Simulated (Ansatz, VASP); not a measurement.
**Two plane-wave programs on TaC5**

```
Ta C
1.0
     2.27925   -4.16124    0.00000
     2.27925    4.16124    0.00000
     0.00000    0.00000    3.22067
Ta C
1 5
Direct
  0.50000 0.50000 0.00000
  0.83378 0.16622 0.00000
  0.16622 0.83378 0.00000
  0.00000 0.50000 0.14531
  0.50000 0.00000 0.85469
  0.00000 0.00000 0.00000
```

Alike in both runs: task relaxation of cell and atoms; functional PBE; k mesh 10 × 10 × 12; occupations gaussian, width 0.1 eV; no spin polarisation.

```csv
,VASP,Ansatz
version,VASP 6.6.1,Ansatz 0.2.0
potentials or method,"VASP PAW PBE potentials, release 64 (Ta_pv, C), cutoff 600 eV","scalar-relativistic, plane waves, PAW"
valence electrons in the cell,31,33
```

Ansatz gave:

| Item | Value |
| --- | --- |
| gap on the k mesh at the Fermi level, each at its own relaxed structure (eV) | none |
| relaxed volume (Å³/atom) | 10.25 |
| relaxed cell length with the largest relative difference (Å) | 3.262 |

**Question.** Which values does VASP return?

**Answer.** gap on the k mesh at the Fermi level, each at its own relaxed structure (eV): none; relaxed volume (Å³/atom): 10.25; relaxed cell length with the largest relative difference (Å): 3.256.

A gap of «none» marks a metal or a gap that the smearing closes. VASP's potentials hold 31 valence electrons a cell and Ansatz's 33, so a difference there can come from the potentials and not from the codes.

Neither program's run includes spin-orbit coupling.
